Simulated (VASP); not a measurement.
# PtS2 in VASP: single point with PBE

Aim: the single point of PtS2 with PBE.

Program: VASP 6.6.1. These are calculated values, not measurements. Logs are shortened: lines on timing, memory, paths and dates and some standing lists are left out, and cuts for length are marked.

## (1) The cell of the first run

The cell holds a slab with vacuum, 3 atoms: a = 3.020 Å, b = 3.020 Å, c = 15.595 Å, α = 90.00°, β = 90.00°, γ = 120.00°.

## (2) Single point, PBE (W replaced by Pt, lengths x 0.958, strained)

Input file INCAR:

```
PREC = Accurate ; ENCUT = 520
EDIFF = 1E-6 ; ISMEAR = 0
SIGMA = 0.1 ; LREAL = False
LASPH = True ; NELM = 80
ALGO = Normal ; ISIF = 2
LWAVE = False ; LCHARG = False
GGA = PE ; NBANDS = 18
```

Input file KPOINTS:

```
regular mesh
0
Gamma
  18 18 4
```

Input file POSCAR:

```
PtS2
1.0
    3.0203984199      0.0000000000      0.0000000000
   -1.5101992100      2.6157417612      0.0000000000
    0.0000000000      0.0000000000     15.5948668428
Pt S
1 2
Direct
    0.3333333300      0.6666666700      0.0000000000
    0.6666666700      0.3333333300      0.9123347223
    0.6666666700      0.3333333300      0.0876652777
```

Potentials or basis: VASP PAW PBE potentials, release 64 (Pt, S).

On the command line:

```
$ cat potpaw_PBE.64/Pt/POTCAR potpaw_PBE.64/S/POTCAR > POTCAR
$ mpirun -np 1 vasp_std > vasp.out
```

OUTCAR:

```text
PREC = Accurate
   ENCUT = 520
   EDIFF = 1E-6
   ISMEAR = 0
   LREAL = False
   LASPH = True
   NELM = 80
   ISIF = 2
   GGA = PE

 ion  position               nearest neighbor table
   1  0.333  0.667  0.000-   2 2.22   3 2.22   2 2.22   3 2.22   2 2.22   3 2.22
   2  0.667  0.333  0.912-   1 2.22   1 2.22   1 2.22   3 2.73
   3  0.667  0.333  0.088-   1 2.22   1 2.22   1 2.22   2 2.73

  LATTYP: Found a hexagonal cell.
 ALAT       =     3.0203984199
 C/A-ratio  =     5.1631820292

  Lattice vectors:

 A1 = (   3.0203984199,   0.0000000000,   0.0000000000)
 A2 = (  -1.5101992100,   2.6157417612,   0.0000000000)
 A3 = (   0.0000000000,   0.0000000000,  15.5948668428)

Analysis of symmetry for initial positions (statically):
=====================================================================
 Subroutine PRICEL returns:
 Original cell was already a primitive cell.

 Routine SETGRP: Setting up the symmetry group for a
 hexagonal supercell.

 Subroutine GETGRP returns: Found 12 space group operations
 (whereof 12 operations were pure point group operations)
 out of a pool of 24 trial point group operations.

The static configuration has the point symmetry D_3h.

Analysis of symmetry for dynamics (positions and initial velocities):
=====================================================================
 Subroutine PRICEL returns:
 Original cell was already a primitive cell.

 Routine SETGRP: Setting up the symmetry group for a
 hexagonal supercell.

 Subroutine GETGRP returns: Found 12 space group operations
 (whereof 12 operations were pure point group operations)
 out of a pool of 24 trial point group operations.

The dynamic configuration has the point symmetry D_3h.

 Subroutine INISYM returns: Found 12 space group operations
 (whereof 12 operations are pure point group operations),
 and found     1 'primitive' translations

----------------------------------------------------------------------------------------

                                     Primitive cell

  volume of cell :     123.2085

  direct lattice vectors                    reciprocal lattice vectors
     3.020398420  0.000000000  0.000000000     0.331082149  0.191150368  0.000000000
    -1.510199210  2.615741761  0.000000000     0.000000000  0.382300736  0.000000000
     0.000000000  0.000000000 15.594866843     0.000000000  0.000000000  0.064123664

  length of vectors
     3.020398420  3.020398420 15.594866843     0.382300736  0.382300736  0.064123664

  position of ions in fractional coordinates (direct lattice)
     0.333333330  0.666666670  0.000000000
     0.666666670  0.333333330  0.912334722
     0.666666670  0.333333330  0.087665278

  ion indices of the primitive-cell ions
   primitive index   ion index
                 1           1
                 2           2
                 3           3

----------------------------------------------------------------------------------------

 KPOINTS: regular mesh

Automatic generation of k-mesh.
 Grid dimensions read from file:
 generate k-points for:   18   18    4

 Generating k-lattice:

  Cartesian coordinates                     Fractional coordinates (reciprocal lattice)
     0.018393453  0.010619465  0.000000000     0.055555556  0.000000000  0.000000000
     0.000000000  0.021238930  0.000000000     0.000000000  0.055555556  0.000000000
     0.000000000  0.000000000  0.016030916     0.000000000  0.000000000  0.250000000

  Length of vectors
     0.021238930  0.021238930  0.016030916

  Shift w.r.t. Gamma in fractional coordinates (k-lattice)
     0.000000000  0.000000000  0.000000000

 Subroutine IBZKPT returns following result:
 ===========================================

 Found    111 irreducible k-points:

 Following reciprocal coordinates:
            Coordinates               Weight
  0.000000  0.000000  0.000000      1.000000
  0.055556  0.000000  0.000000      6.000000
  0.111111  0.000000  0.000000      6.000000
  0.166667 -0.000000  0.000000      6.000000
  0.222222  0.000000  0.000000      6.000000
  0.277778  0.000000  0.000000      6.000000
[... 16 lines left out ...]
  0.333333  0.111111  0.000000     12.000000
  0.388889  0.111111  0.000000     12.000000
 [... further k-points ...]
   k-points           NKPTS =    111   k-points in BZ     NKDIM =    111   number of bands    NBANDS=     18
   number of dos      NEDOS =    301   number of ions     NIONS =      3
   total plane-waves  NPLWV =  69120
   dimension x,y,z NGX =    24 NGY =   24 NGZ =  120
   dimension x,y,z NGXF=    48 NGYF=   48 NGZF=  240
   ions per type =               1   2
   NGX,Y,Z   is equivalent  to a cutoff of  13.21, 13.21, 12.79 a.u.
   NGXF,Y,Z  is equivalent  to a cutoff of  26.42, 26.42, 25.58 a.u.
 SYSTEM =  unknown system
   PREC   = accura    normal or accurate (medium, high low for compatibility)
   ISTART =      0    job   : 0-new  1-cont  2-samecut
   ICHARG =      2    charge: 1-file 2-atom 10-const
   ISPIN  =      1    spin polarized calculation?
   LNONCOLLINEAR =      F non collinear calculations
   LSORBIT =      F    spin-orbit coupling
   LASPH  =      T    aspherical Exc in radial PAW
   ENCUT  =  520.0 eV  38.22 Ry    6.18 a.u.   5.62  5.62 29.00*2*pi/ulx,y,z
   NELM   =     80;   NELMIN=  2; NELMDL= -5     # of ELM steps
   EDIFF  = 0.1E-05   stopping-criterion for ELM
   LREAL  =      F    real-space projection
   EDIFFG = 0.1E-04   stopping-criterion for IOM
   NSW    =      0    number of steps for IOM
   IBRION =     -1    ionic relax: 0-MD 1-quasi-New 2-CG
   NFREE  =      0    steps in history (QN), initial steepest desc. (CG)
   ISIF   =      2    stress and relaxation
   ISYM   =      2    0-nonsym 1-usesym 2-fastsym
   POTIM  = 0.5000    time-step for ionic-motion
   TEBEG  =    0.0;   TEEND  =   0.0 temperature during run
   PSTRESS=    0.0 pullay stress
   NELECT =      22.0000    total number of electrons
   NUPDOWN=      -1.0000    fix difference up-down
   EMIN   =  10.00;   EMAX   =-10.00  energy-range for DOS
   EFERMI =   0.00;   METHOD = LEGACY
   ISMEAR =     0;   SIGMA  =   0.10  broadening in eV -4-tet -1-fermi 0-gaus
   EFERMI_NEDOS =   21; number of points for ismear=-14 and -15
   IALGO  =     38    algorithm
   IMIX   =      4    mixing-type and parameters
     AMIX     =   0.40;   BMIX     =  1.00
     AMIX_MAG =   1.60;   BMIX_MAG =  1.00
  volume/ion in A,a.u.               =      41.07       277.15
  Fermi-wavevector in a.u.,A,eV,Ry     =   0.921868  1.742078 11.562787  0.849841
  Thomas-Fermi vector in A             =   2.047332
   LORBIT       =      0    0 simple, 1 ext, 2 COOP (PROOUT), +10 PAW based schemes
   GGA     = PE    functional components
   LHFCALC =     F    Hartree Fock is set to
   AEXX    =    0.0000 exact exchange contribution
   IVDW    =     0    specifies the selected vdW correction
   LEPSILON=     F    determine dielectric tensor
   LRPA    =     F    only Hartree local field effects (RPA)
 non-spin polarized calculation
 Gauss-broadening in eV      SIGMA  =   0.10
  energy-cutoff  :      520.00
  volume of cell :      123.21
 maximum number of plane-waves:      3359
 NGX is ok and might be reduce to    24
   NGX = 11   NGY = 11   NGZ = 57

 number of electron      22.0000002 magnetization

 Free energy of the ion-electron system (eV)
  ---------------------------------------------------
  ext. energy  EPLUGINS =         0.00000000
  ---------------------------------------------------
  free energy    TOTEN  =       -10.92424190 eV

  energy without entropy =      -10.91554982  energy(sigma->0) =      -10.91989586

 E-fermi :   0.7307     XC(G=0):  -4.9262

 val. band max:        0.6880739978   @ k =   0.1667  -0.0000   0.5000
 cond. band min:       0.7523569064   @ k =   0.2222   0.0000   0.2500
 fundamental gap:      0.0642829086
 Fermi energy:         0.7307392881

 k-point     1 :       0.0000    0.0000    0.0000
  band No.  band energies     occupation
      1     -17.4992      2.00000
      2     -14.6630      2.00000
      3      -8.9563      2.00000
      4      -6.8650      2.00000
      5      -6.8650      2.00000
      6      -5.7611      2.00000
[... 10 lines left out ...]
     17       6.5267      0.00000
     18       8.4471      0.00000

 k-point     2 :       0.0556    0.0000    0.0000
  band No.  band energies     occupation
      1     -17.4384      2.00000
      2     -14.6455      2.00000
      3      -8.9036      2.00000
      4      -6.9328      2.00000
      5      -6.8026      2.00000
      6      -5.8417      2.00000
[... 10 lines left out ...]
     17       6.5916      0.00000
     18       8.5189      0.00000

 k-point     3 :       0.1111    0.0000    0.0000
  band No.  band energies     occupation
      1     -17.2594      2.00000
      2     -14.5943      2.00000
      3      -8.7607      2.00000
      4      -7.1030      2.00000
      5      -6.6179      2.00000
      6      -6.0449      2.00000
[... 10 lines left out ...]
     17       6.7824      0.00000
     18       8.7026      0.00000

 k-point     4 :       0.1667   -0.0000    0.0000
  band No.  band energies     occupation
      1     -16.9732      2.00000
      2     -14.5139      2.00000
      3      -8.5917      2.00000
      4      -7.2723      2.00000
      5      -6.3183      2.00000
      6      -6.2996      2.00000
[... 10 lines left out ...]
     17       7.1278      0.00000
     18       8.5772      0.00000

 k-point     5 :       0.2222    0.0000    0.0000
  band No.  band energies     occupation
      1     -16.5989      2.00000
      2     -14.4121      2.00000
      3      -8.5406      2.00000
      4      -7.2663      2.00000
      5      -6.5543      2.00000
      6      -6.4021      2.00000
[... 10 lines left out ...]
     17       7.5643      0.00000
     18       8.3410      0.00000

 k-point     6 :       0.2778    0.0000    0.0000
  band No.  band energies     occupation
      1     -16.1662      2.00000
      2     -14.2992      2.00000
      3      -8.6711      2.00000
      4      -7.0416      2.00000
      5      -6.7817      2.00000
      6      -6.6324      2.00000
[... 10 lines left out ...]
     17       7.8226      0.00000
     18       8.0197      0.00000

 k-point     7 :       0.3333   -0.0000    0.0000
  band No.  band energies     occupation
      1     -15.7180      2.00000
      2     -14.1885      2.00000
      3      -8.8596      2.00000
      4      -6.9689      2.00000
      5      -6.8460      2.00000
      6      -6.8334      2.00000
[... 10 lines left out ...]
     17       7.8095      0.00000
     18       8.2505      0.00000

 k-point     8 :       0.3889   -0.0000    0.0000
  band No.  band energies     occupation
      1     -15.3133      2.00000
      2     -14.0944      2.00000
      3      -9.0093      2.00000
      4      -7.1089      2.00000
      5      -6.9879      2.00000
      6      -6.9185      2.00000
[... 10 lines left out ...]
     17       8.1407      0.00000
     18       8.7442      0.00000
[... 229 lines left out ...]
     17       7.3627      0.00000
     18       8.5216      0.00000

 k-point    20 :       0.1667    0.1111    0.0000
  band No.  band energies     occupation
      1     -16.4451      2.00000
      2     -14.3678      2.00000
      3      -8.5131      2.00000
      4      -7.2586      2.00000
      5      -6.7957      2.00000
      6      -6.3756      2.00000
[... 10 lines left out ...]
     17       7.8429      0.00000
     18       8.4418      0.00000

 k-point    21 :       0.2222    0.1111    0.0000
  band No.  band energies     occupation
      1     -16.0265      2.00000
      2     -14.2557      2.00000
      3      -8.6440      2.00000
      4      -7.1823      2.00000
      5      -6.9812      2.00000
      6      -6.4064      2.00000
[... 10 lines left out ...]
     17       8.1206      0.00000
     18       8.4625      0.00000

 k-point    22 :       0.2778    0.1111    0.0000
  band No.  band energies     occupation
      1     -15.5945      2.00000
      2     -14.1436      2.00000
      3      -8.7994      2.00000
      4      -7.5412      2.00000
      5      -6.7254      2.00000
      6      -6.3825      2.00000
[... 10 lines left out ...]
     17       8.2458      0.00000
     18       8.6060      0.00000

 k-point    23 :       0.3333    0.1111    0.0000
  band No.  band energies     occupation
      1     -15.2066      2.00000
      2     -14.0463      2.00000
      3      -8.9027      2.00000
      4      -7.8311      2.00000
      5      -6.7805      2.00000
      6      -6.3219      2.00000
[... 10 lines left out ...]
     17       8.4300      0.00000
     18       9.0510      0.00000

 k-point    24 :       0.3889    0.1111    0.0000
  band No.  band energies     occupation
      1     -14.9314      2.00000
      2     -13.9796      2.00000
      3      -8.9369      2.00000
      4      -8.0196      2.00000
      5      -7.0375      2.00000
      6      -6.2583      2.00000
[... 10 lines left out ...]
     17       8.5396      0.00000
     18       9.0844      0.00000

 [... further k-points ...]

------------------------ aborting loop because EDIFF is reached ----------------------------------------

  FORCE on cell =-STRESS in cart. coord.  units (eV):
  Direction    XX          YY          ZZ          XY          YZ          ZX
  --------------------------------------------------------------------------------------
  -------------------------------------------------------------------------------------
  Total       20.7864767     20.7864767     16.9402110     -0.0000000      0.0000000      0.0000000
  in kB      270.3028926    270.3028926    220.2868777     -0.0000000      0.0000000      0.0000000
  external PRESSURE =     253.6308877 kB  Pullay stress =       0.0000000 kB

 VOLUME and BASIS-vectors are now :
 -----------------------------------------------------------------------------
  energy-cutoff  :      520.00
  volume of cell :      123.21
      direct lattice vectors                 reciprocal lattice vectors
     3.020398420  0.000000000  0.000000000     0.331082149  0.191150368  0.000000000
    -1.510199210  2.615741761  0.000000000     0.000000000  0.382300736  0.000000000
     0.000000000  0.000000000 15.594866843     0.000000000  0.000000000  0.064123664

 POSITION                                       TOTAL-FORCE (eV/Angst)
 -----------------------------------------------------------------------------------
     -0.00000      1.74383      0.00000        -0.000000      0.000000      0.000000
      1.51020      0.87191     14.22774         0.000000     -0.000000     -6.203818
      1.51020      0.87191      1.36713         0.000000     -0.000000      6.203818
 -----------------------------------------------------------------------------------
    total drift:                               -0.000012      0.000007     -0.000000

  FREE ENERGIE OF THE ION-ELECTRON SYSTEM (eV)
  ---------------------------------------------------
  free  energy   TOTEN  =       -10.9242419016 eV

  energy  without entropy=      -10.9155498179  energy(sigma->0) =      -10.91989586
```

Wall time 2.8 min (1 thread of Intel Xeon Platinum 8488C (Sapphire Rapids), shared host); peak memory 0.4 GiB.

Results:

```yaml
Free_energy: -10.9242 eV
Largest_force: 6.204 eV/Å
Band_gap_on_the_k_mesh: zero (bands 11 and 12 overlap by 1.16 eV)
```

Forces in eV/Å, atoms in the order of the input:
```
Pt   0.000  0.000  0.000
S    0.000  0.000 -6.204
S    0.000  0.000  6.204
```

Levels at points of the mesh, in eV from the Fermi level:
| k point | band 7 | band 8 | band 9 | band 10 | band 11 | band 12 | band 13 | band 14 | band 15 | band 16 |
| --- | --- | --- | --- | --- | --- | --- | --- | --- | --- | --- |
| (0.00, 0.00, 0.00) | -6.49 | -3.66 | -3.38 | 0.70 | 0.70 | 1.37 | 1.37 | 4.02 | 4.46 | 4.50 |
| (0.50, 0.00, 0.00) | -4.49 | -4.12 | -4.10 | -2.24 | -2.07 | 1.61 | 2.21 | 2.97 | 5.93 | 7.21 |
| (0.00, 0.00, 0.50) | -6.49 | -3.66 | -3.38 | 0.70 | 0.70 | 1.37 | 1.37 | 4.14 | 4.26 | 4.51 |
| (0.50, 0.00, 0.50) | -4.49 | -4.12 | -4.10 | -2.24 | -2.07 | 1.61 | 2.21 | 2.97 | 5.93 | 7.21 |

Caveat: the cell differs from its parent crystal (W replaced by Pt, lengths x 0.958, strained); spin-orbit coupling is left out, which moves the levels of the heavy elements.
